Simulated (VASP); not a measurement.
# WS2 in VASP: notebook

The runs below take WS2 through single point, with r2SCAN, RPBE+D3(BJ), PBEsol, PBE.

Everything below comes from runs of VASP 6.6.1. Logs are shortened: lines on timing, memory, paths and dates and some standing lists are left out, and cuts for length are marked.

## (1) The cell of the first run

The cell holds a slab with vacuum, 3 atoms: a = 3.246 Å, b = 3.246 Å, c = 17.283 Å, α = 90.00°, β = 90.00°, γ = 120.00°.

## (2) Single point, r2SCAN

POSCAR reads:

```
WS2
1.0
    3.2459540962      0.0000000000      0.0000000000
   -1.6229770481      2.8110787067      0.0000000000
    0.0000000000      0.0000000000     17.2830265641
W S
1 2
Direct
    0.0000000000      0.0000000000      0.0000000000
    0.3333333333      0.6666666667      0.0920005100
    0.3333333333      0.6666666667      0.9079994900
```

INCAR.step1 reads:

```
SYSTEM = WS2
ALGO = Normal
EDIFF = 1E-4
ENCUT = 520
GGA = PE
ISMEAR = -1
LASPH = .True.
LCHARG = .False.
LREAL = .False.
LWAVE = .True.
NBANDS = 20
NELM = 100
PREC = Accurate
SIGMA = 0.05
```

INCAR.step2 reads:

```
SYSTEM = WS2
ALGO = Normal
EDIFF = 1E-7
ENCUT = 520
ISIF = 2
ISMEAR = -1
ISTART = 1
LASPH = .True.
LCHARG = .False.
LMIXTAU = .True.
LREAL = .False.
LWAVE = .False.
METAGGA = R2SCAN
NBANDS = 20
NELM = 100
PREC = Accurate
SIGMA = 0.05
```

KPOINTS reads:

```
k-points
0
Gamma
  10 10 2
  0 0 0
```

Potentials or basis: VASP PAW PBE potentials, release 64 (W_sv, S).

Started as:

```console
$ cat potpaw_PBE.64/W_sv/POTCAR potpaw_PBE.64/S/POTCAR > POTCAR
$ cp INCAR.step1 INCAR
$ mpirun -np 1 vasp_std > vasp.out
$ cp INCAR.step2 INCAR
$ mpirun -np 1 vasp_std > vasp.out
```

OUTCAR:

```text
SYSTEM = WS2
   EDIFF = 1E-7
   ENCUT = 520
   ISIF = 2
   ISMEAR = -1
   ISTART = 1
   LASPH = .True.
   LREAL = .False.
   METAGGA = R2SCAN
   NELM = 100
   PREC = Accurate

 ion  position               nearest neighbor table
   1  0.000  0.000  0.000-   2 2.46   3 2.46   2 2.46   3 2.46   2 2.46   3 2.46
   2  0.333  0.667  0.092-   1 2.46   1 2.46   1 2.46
   3  0.333  0.667  0.908-   1 2.46   1 2.46   1 2.46

  LATTYP: Found a hexagonal cell.
 ALAT       =     3.2459540962
 C/A-ratio  =     5.3244827412

  Lattice vectors:

 A1 = (   3.2459540962,   0.0000000000,   0.0000000000)
 A2 = (  -1.6229770481,   2.8110787067,   0.0000000000)
 A3 = (   0.0000000000,   0.0000000000,  17.2830265641)

Analysis of symmetry for initial positions (statically):
=====================================================================
 Subroutine PRICEL returns:
 Original cell was already a primitive cell.

 Routine SETGRP: Setting up the symmetry group for a
 hexagonal supercell.

 Subroutine GETGRP returns: Found 12 space group operations
 (whereof 12 operations were pure point group operations)
 out of a pool of 24 trial point group operations.

The static configuration has the point symmetry D_3h.

Analysis of symmetry for dynamics (positions and initial velocities):
=====================================================================
 Subroutine PRICEL returns:
 Original cell was already a primitive cell.

 Routine SETGRP: Setting up the symmetry group for a
 hexagonal supercell.

 Subroutine GETGRP returns: Found 12 space group operations
 (whereof 12 operations were pure point group operations)
 out of a pool of 24 trial point group operations.

The dynamic configuration has the point symmetry D_3h.

 Subroutine INISYM returns: Found 12 space group operations
 (whereof 12 operations are pure point group operations),
 and found     1 'primitive' translations

----------------------------------------------------------------------------------------

                                     Primitive cell

  volume of cell :     157.7013

  direct lattice vectors                    reciprocal lattice vectors
     3.245954096  0.000000000  0.000000000     0.308075829  0.177867663  0.000000000
    -1.622977048  2.811078707  0.000000000     0.000000000  0.355735326  0.000000000
     0.000000000  0.000000000 17.283026564     0.000000000  0.000000000  0.057860236

  length of vectors
     3.245954096  3.245954096 17.283026564     0.355735326  0.355735326  0.057860236

  position of ions in fractional coordinates (direct lattice)
     0.000000000  0.000000000  0.000000000
     0.333333333  0.666666667  0.092000510
     0.333333333  0.666666667  0.907999490

  ion indices of the primitive-cell ions
   primitive index   ion index
                 1           1
                 2           2
                 3           3

----------------------------------------------------------------------------------------

 KPOINTS: k-points

Automatic generation of k-mesh.
 Grid dimensions read from file:
 generate k-points for:   10   10    2

 Generating k-lattice:

  Cartesian coordinates                     Fractional coordinates (reciprocal lattice)
     0.030807583  0.017786766  0.000000000     0.100000000 -0.000000000  0.000000000
     0.000000000  0.035573533  0.000000000     0.000000000  0.100000000  0.000000000
     0.000000000  0.000000000  0.028930118     0.000000000  0.000000000  0.500000000

  Length of vectors
     0.035573533  0.035573533  0.028930118

  Shift w.r.t. Gamma in fractional coordinates (k-lattice)
     0.000000000  0.000000000  0.000000000

 Subroutine IBZKPT returns following result:
 ===========================================

 Found     28 irreducible k-points:

 Following reciprocal coordinates:
            Coordinates               Weight
  0.000000  0.000000  0.000000      1.000000
  0.100000  0.000000  0.000000      6.000000
  0.200000  0.000000  0.000000      6.000000
  0.300000  0.000000  0.000000      6.000000
  0.400000  0.000000  0.000000      6.000000
  0.500000 -0.000000  0.000000      3.000000
[... 16 lines left out ...]
  0.300000  0.100000  0.500000     12.000000
  0.400000  0.100000  0.500000     12.000000
 [... further k-points ...]
   k-points           NKPTS =     28   k-points in BZ     NKDIM =     28   number of bands    NBANDS=     20
   number of dos      NEDOS =    301   number of ions     NIONS =      3
   total plane-waves  NPLWV =  80640
   dimension x,y,z NGX =    24 NGY =   24 NGZ =  140
   dimension x,y,z NGXF=    48 NGYF=   48 NGZF=  280
   ions per type =               1   2
   NGX,Y,Z   is equivalent  to a cutoff of  12.29, 12.29, 13.47 a.u.
   NGXF,Y,Z  is equivalent  to a cutoff of  24.58, 24.58, 26.93 a.u.
 SYSTEM =  WS2
   PREC   = accura    normal or accurate (medium, high low for compatibility)
   ISTART =      1    job   : 0-new  1-cont  2-samecut
   ICHARG =      0    charge: 1-file 2-atom 10-const
   ISPIN  =      1    spin polarized calculation?
   LNONCOLLINEAR =      F non collinear calculations
   LSORBIT =      F    spin-orbit coupling
   LASPH  =      T    aspherical Exc in radial PAW
   ENCUT  =  520.0 eV  38.22 Ry    6.18 a.u.   6.04  6.04 32.13*2*pi/ulx,y,z
   NELM   =    100;   NELMIN=  2; NELMDL=  0     # of ELM steps
   EDIFF  = 0.1E-06   stopping-criterion for ELM
   LREAL  =      F    real-space projection
   EDIFFG = 0.1E-05   stopping-criterion for IOM
   NSW    =      0    number of steps for IOM
   IBRION =     -1    ionic relax: 0-MD 1-quasi-New 2-CG
   NFREE  =      0    steps in history (QN), initial steepest desc. (CG)
   ISIF   =      2    stress and relaxation
   ISYM   =      2    0-nonsym 1-usesym 2-fastsym
   POTIM  = 0.5000    time-step for ionic-motion
   TEBEG  =    0.0;   TEEND  =   0.0 temperature during run
   PSTRESS=    0.0 pullay stress
   NELECT =      26.0000    total number of electrons
   NUPDOWN=      -1.0000    fix difference up-down
   EMIN   =  10.00;   EMAX   =-10.00  energy-range for DOS
   EFERMI =   0.00;   METHOD = LEGACY
   ISMEAR =    -1;   SIGMA  =   0.05  broadening in eV -4-tet -1-fermi 0-gaus
   EFERMI_NEDOS =   21; number of points for ismear=-14 and -15
   IALGO  =     38    algorithm
   IMIX   =      4    mixing-type and parameters
     AMIX     =   0.40;   BMIX     =  1.00
     AMIX_MAG =   1.60;   BMIX_MAG =  1.00
  volume/ion in A,a.u.               =      52.57       354.74
  Fermi-wavevector in a.u.,A,eV,Ry     =   0.897679  1.696367 10.963941  0.805827
  Thomas-Fermi vector in A             =   2.020293
   LORBIT       =      0    0 simple, 1 ext, 2 COOP (PROOUT), +10 PAW based schemes
   METAGGA = R2SCAN    functional components
   LHFCALC =     F    Hartree Fock is set to
   AEXX    =    0.0000 exact exchange contribution
   IVDW    =     0    specifies the selected vdW correction
   LEPSILON=     F    determine dielectric tensor
   LRPA    =     F    only Hartree local field effects (RPA)
 non-spin polarized calculation
  energy-cutoff  :      520.00
  volume of cell :      157.70
 maximum number of plane-waves:      4300
   NGX = 13   NGY = 13   NGZ = 65

 number of electron      26.0000004 magnetization

 Free energy of the ion-electron system (eV)
  ---------------------------------------------------
  ext. energy  EPLUGINS =         0.00000000
  ---------------------------------------------------
  free energy    TOTEN  =       -69.95032826 eV

  energy without entropy =      -69.95032826  energy(sigma->0) =      -69.95032826

 E-fermi :  -0.6869     XC(G=0):  -4.4480

 val. band max:       -1.6199768428   @ k =   0.0000   0.0000   0.0000
 cond. band min:       0.3080873384   @ k =   0.3000   0.3000   0.5000
 fundamental gap:      1.9280641811
 Fermi energy:        -0.6868508517

 k-point     1 :       0.0000    0.0000    0.0000
  band No.  band energies     occupation
      1     -77.7745      2.00000
      2     -41.2928      2.00000
      3     -41.1933      2.00000
      4     -41.1933      2.00000
      5     -16.7585      2.00000
      6     -15.2124      2.00000
[... 12 lines left out ...]
     19       4.3340      0.00000
     20       4.5319      0.00000

 k-point     2 :       0.1000    0.0000    0.0000
  band No.  band energies     occupation
      1     -77.7732      2.00000
      2     -41.2880      2.00000
      3     -41.2205      2.00000
      4     -41.1997      2.00000
      5     -16.6043      2.00000
      6     -15.1533      2.00000
[... 12 lines left out ...]
     19       4.7110      0.00000
     20       4.7212      0.00000

 k-point     3 :       0.2000    0.0000    0.0000
  band No.  band energies     occupation
      1     -77.7697      2.00000
      2     -41.2912      2.00000
      3     -41.2752      2.00000
      4     -41.2164      2.00000
      5     -16.1766      2.00000
      6     -14.9902      2.00000
[... 12 lines left out ...]
     19       5.2620      0.00000
     20       5.6577      0.00000

 k-point     4 :       0.3000    0.0000    0.0000
  band No.  band energies     occupation
      1     -77.7653      2.00000
      2     -41.3774      2.00000
      3     -41.2593      2.00000
      4     -41.2369      2.00000
      5     -15.5842      2.00000
      6     -14.7689      2.00000
[... 12 lines left out ...]
     19       5.9658      0.00000
     20       6.0386      0.00000

 k-point     5 :       0.4000    0.0000    0.0000
  band No.  band energies     occupation
      1     -77.7618      2.00000
      2     -41.4463      2.00000
      3     -41.2535      2.00000
      4     -41.2465      2.00000
      5     -15.0274      2.00000
      6     -14.5698      2.00000
[... 12 lines left out ...]
     19       6.3441      0.00000
     20       6.4281      0.00000
[... 353 lines left out ...]
      6     -15.0418      2.00000
[... 12 lines left out ...]
     19       4.8457      0.00000
     20       5.8106      0.00000

 k-point    22 :       0.2000    0.1000    0.5000
  band No.  band energies     occupation
      1     -77.7668      2.00000
      2     -41.3412      2.00000
      3     -41.2648      2.00000
      4     -41.2366      2.00000
      5     -15.7997      2.00000
      6     -14.8470      2.00000
[... 12 lines left out ...]
     19       5.5411      0.00000
     20       6.4351      0.00000

 k-point    23 :       0.3000    0.1000    0.5000
  band No.  band energies     occupation
      1     -77.7629      2.00000
      2     -41.4137      2.00000
      3     -41.2601      2.00000
      4     -41.2505      2.00000
      5     -15.2137      2.00000
      6     -14.6300      2.00000
[... 12 lines left out ...]
     19       6.3264      0.00000
     20       6.4556      0.00000

 k-point    24 :       0.4000    0.1000    0.5000
  band No.  band energies     occupation
      1     -77.7605      2.00000
      2     -41.4580      2.00000
      3     -41.2747      2.00000
      4     -41.2416      2.00000
      5     -14.7974      2.00000
      6     -14.4817      2.00000
[... 12 lines left out ...]
     19       6.8505      0.00000
     20       7.0374      0.00000

 [... further k-points ...]
[... 5 lines left out ...]
  --------------------------------------------------------------------------------------
  -------------------------------------------------------------------------------------
  Total       -3.0070466     -3.0070466     -3.1551974     -0.0000000     -0.0000000     -0.0000000
  in kB      -30.5503063    -30.5503062    -32.0554542     -0.0000000     -0.0000000     -0.0000000
  external PRESSURE =     -31.0520222 kB  Pullay stress =       0.0000000 kB

 VOLUME and BASIS-vectors are now :
 -----------------------------------------------------------------------------
  energy-cutoff  :      520.00
  volume of cell :      157.70
      direct lattice vectors                 reciprocal lattice vectors
     3.245954096  0.000000000  0.000000000     0.308075829  0.177867663  0.000000000
    -1.622977048  2.811078707  0.000000000     0.000000000  0.355735326  0.000000000
     0.000000000  0.000000000 17.283026564     0.000000000  0.000000000  0.057860236

 POSITION                                       TOTAL-FORCE (eV/Angst)
 -----------------------------------------------------------------------------------
      0.00000      0.00000      0.00000        -0.000000     -0.000000      0.000000
     -0.00000      1.87405      1.59005         0.000000      0.000000     -0.982706
     -0.00000      1.87405     15.69298         0.000000      0.000000      0.982706
 -----------------------------------------------------------------------------------
    total drift:                               -0.000000      0.000000     -0.000000

  FREE ENERGIE OF THE ION-ELECTRON SYSTEM (eV)
  ---------------------------------------------------
  free  energy   TOTEN  =       -69.9503282589 eV

  energy  without entropy=      -69.9503282583  energy(sigma->0) =      -69.95032826
```

It took 2.8 min on 1 thread of Intel Xeon 6975P-C (Granite Rapids), shared host; peak memory 0.34 GiB.

What came out:

```
Free energy            : -69.9503 eV
Largest force          : 0.983 eV/Å
Band gap on the k mesh : 1.93 eV, indirect (least direct gap 2.11 eV)
```

Forces on the atoms (eV/Å):
```
W    0.000  0.000  0.000
S    0.000  0.000 -0.983
S    0.000  0.000  0.983
```

Levels at points of the mesh, in eV from the valence-band top:
```csv
k point,band 9,band 10,band 11,band 12,band 13,band 14,band 15,band 16,band 17,band 18
"(0.00, 0.00, 0.00)",-2.92,-2.16,-1.74,-1.74,0.00,2.86,2.86,2.93,2.93,5.30
"(0.50, 0.00, 0.00)",-4.45,-3.47,-2.24,-1.47,-0.95,2.73,3.16,4.18,4.62,5.34
"(0.00, 0.00, 0.50)",-2.92,-2.16,-1.74,-1.74,0.00,2.86,2.86,2.93,2.93,5.32
"(0.50, 0.00, 0.50)",-4.45,-3.47,-2.24,-1.47,-0.95,2.73,3.16,4.18,4.62,5.34
```

Caveat: the PAW data sets were made with another functional, which shifts forces and pressure a little; spin-orbit coupling is left out, which moves the levels of the heavy elements.

## (3) Single point, RPBE+D3(BJ)

This run uses another cell than the first one, of 17.09 Å³/atom, 0.325 times its volume.

INCAR reads:

```
PREC     = Accurate       # precision mode
ENCUT    = 520            # plane-wave cutoff, eV
EDIFF    = 1E-6           # SCF threshold, eV
ISMEAR   = -1             # smearing method
SIGMA    = 0.05           # smearing width, eV
LREAL    = F              # projectors in reciprocal space
LASPH    = T              # aspherical terms in the spheres
NELM     = 100            # most SCF steps
ALGO     = Normal         # electronic algorithm
ISIF     = 2              # what is computed and relaxed
LWAVE    = F              # write WAVECAR
LCHARG   = F              # write CHGCAR
GGA      = RP             # functional
IVDW     = 12             # dispersion correction
NBANDS   = 20             # bands
```

KPOINTS reads:

```
Automatic mesh
0
Gamma
  10 10 2
```

POSCAR reads:

```
WS2
1.0
    3.0148285880      0.0000000000      0.0000000000
   -1.5074142940      2.6109181453      0.0000000000
    0.0000000000      0.0000000000      6.5137597018
W S
1 2
Direct
    0.0000000000      0.0000000000      0.0000000000
    0.3333333333      0.6666666667      0.2455104434
    0.3333333333      0.6666666667      0.7544895566
```

Potentials or basis: VASP PAW PBE potentials, release 64 (W_sv, S).

Started as:

```console
$ cat potpaw_PBE.64/W_sv/POTCAR potpaw_PBE.64/S/POTCAR > POTCAR
$ mpirun -np 1 vasp_std > vasp.out
```

Wall time 11 s (1 thread of Intel Xeon 6975P-C (Granite Rapids), shared host); peak memory 0.19 GiB.

It converged, with:

```yaml
Free_energy: -28.7782 eV
Pressure: -0.1 GPa
Largest_force: 0.010 eV/Å
Band_gap_on_the_k_mesh: 1.48 eV, indirect (least direct gap 2.49 eV)
Dispersion_energy_per_atom: -2.295 eV
```

Forces on the atoms (eV/Å):
```
W    0.000  0.000  0.000
S    0.000  0.000 -0.010
S    0.000  0.000  0.010
```

Stress tensor (GPa, compression positive):
```
-0.10  0.00  0.00
 0.00 -0.10  0.00
 0.00  0.00 -0.23
```

Levels at points of the mesh, in eV from the valence-band top:
```
           k point  band 9  band 10  band 11  band 12  band 13  band 14  band 15  band 16  band 17  band 18
(0.00, 0.00, 0.00)   -2.72    -1.78    -1.30    -1.29    -1.29     3.24     3.24     3.33     3.33     6.21
(0.50, 0.00, 0.00)   -5.19    -3.44    -2.16    -1.50    -1.03     3.16     3.63     4.54     5.15     5.52
(0.00, 0.00, 0.50)   -2.71    -2.71    -1.32    -1.32     0.00     3.23     3.23     3.39     3.39     6.38
(0.50, 0.00, 0.50)   -4.70    -3.48    -3.28    -0.91    -0.85     3.65     3.67     3.88     4.84     6.33
```

Caveat: the k points lie up to 0.48 Å⁻¹ apart; the PAW data sets were made with another functional, which shifts forces and pressure a little; spin-orbit coupling is left out, which moves the levels of the heavy elements. As with any semilocal functional, this RPBE gap is likely too small.

(Continued in part 2 of 2.)
